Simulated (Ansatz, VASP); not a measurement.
Two plane-wave programs on Be

The input INCAR:

```
PREC = Accurate
ENCUT = 520
EDIFF = 1E-6
ISMEAR = -1
SIGMA = 0.1
LREAL = False
LASPH = True
NELM = 60
ALGO = Normal
ISIF = 2
LWAVE = False
LCHARG = True
GGA = PE
LELF = True
LVHAR = True
NBANDS = 9
```

File KPOINTS:

```
regular mesh
0
Gamma
  26 26 15
```

The input POSCAR:

```
Be
1.0
    2.2656737714      0.0000000000      0.0000000000
   -1.1328368857      1.9621310427      0.0000000000
    0.0000000000      0.0000000000      3.5587036811
Be
2
Direct
    0.3333333333      0.6666666667      0.2500000000
    0.6666666667      0.3333333333      0.7500000000
```

Input for Ansatz:

```yaml
crystal:
  lattice:
    - [2.2656737714, 0.0, 0.0]
    - [-1.1328368857, 1.9621310427, 0.0]
    - [0.0, 0.0, 3.5587036811]
  atoms:
    - { symbol: Be, position: [0.3333333333, 0.6666666667, 0.25] }
    - { symbol: Be, position: [0.6666666667, 0.3333333333, 0.75] }
hamiltonian:
  xc: pbe
  pseudopotentials:
    kind: paw
    azcp:
      Be: "pseudopotentials/Be.paw.azcp"
basis:
  ecutwfc: 420
  fft_grid_basis: typed
kpoints:
  mp_grid: { grid: [26, 26, 15], shift: [0, 0, 0] }
magnetization:
  spin_polarized: false
scf:
  occupations: { method: fermi_dirac, width: 0.1 }
  lower_state_search: "off"
output:
  stress: true
  write_density: true
  write_potential: true
  elf: true
  volumetric_format: npy
```

Alike in both runs: task single point; functional PBE; k mesh 26 × 26 × 15; occupations fermi-dirac, width 0.1 eV; no spin polarisation.

```csv
,VASP,Ansatz
version,VASP 6.6.1,Ansatz 0.2.0
potentials or method,"VASP PAW PBE potentials, release 64 (Be), cutoff 520 eV","plane waves (420 eV) with PAW, scalar-relativistic"
valence electrons in the cell,4,4
```

Ansatz gave:

```
pressure (GPa)                                                : 0.0
traceless stress, the component that is largest in VASP (GPa) : 0.74
```

What did VASP give for the same quantities?

Pressure (GPa): 0.1; traceless stress, the component that is largest in VASP (GPa): 0.78.

With one functional, cell and mesh, what is left measures potentials, basis and numerics.
